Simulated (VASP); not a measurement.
Wanted: the native input for a VASP 6.6.1 run.

```yaml
Task: single point
Functional: PBE
Potentials_or_basis: VASP PAW PBE potentials, release 64 (Cu, Sn_d)
Cutoff: 520 eV
k_mesh: 4 × 4 × 4
Occupations: gaussian, width 0.1 eV
Spin: no spin polarisation
Dipole_correction: no
Further_INCAR_settings: ALGO = Fast; EDIFF = 1e-06; NBANDS = 34
```

The structure of CuSn3 lies in POSCAR:

```
CuSn3
1.0
    0.0000000000      3.5900817400      3.5900817400
    3.5900817400      0.0000000000      3.5900817400
    3.5900817400      3.5900817400      0.0000000000
Cu Sn
1 3
Direct
    0.0000000000      0.0000000000      0.0000000000
    0.5000000000      0.5000000000      0.5000000000
    0.2500000000      0.2500000000      0.2500000000
    0.7500000000      0.7500000000      0.7500000000
```

The cell was built from a structure type or drawn by symmetry, and may not be a known phase.

One way to write it, as run:

INCAR

```
PREC = Accurate ; ENCUT = 520
EDIFF = 1E-6 ; ISMEAR = 0
SIGMA = 0.1 ; LREAL = False
LASPH = True ; NELM = 100
ALGO = Fast ; ISIF = 2
LWAVE = False ; LCHARG = False
GGA = PE ; NBANDS = 34
```

KPOINTS

```
Automatic mesh
0
Gamma
  4 4 4
```

Potentials or basis: VASP PAW PBE potentials, release 64 (Cu, Sn_d).

Run with:

```sh
$ cat potpaw_PBE.64/Cu/POTCAR potpaw_PBE.64/Sn_d/POTCAR > POTCAR
$ mpirun -np 1 vasp_std > vasp.out
```

Results of the run:

```json
{
 "Pressure": "1.9 GPa",
 "Band gap on the k mesh": "zero (an odd number of electrons rules out a gap without spin polarisation)"
}
```

Caveat: the k points lie up to 0.38 Å⁻¹ apart, too coarse for converged energies and pressures of a metal; spin-orbit coupling is left out, which moves the levels of the heavy elements.

Run time: 100 s on 1 thread of Intel Xeon 8259CL, on a shared host, peak memory 0.23 GiB.
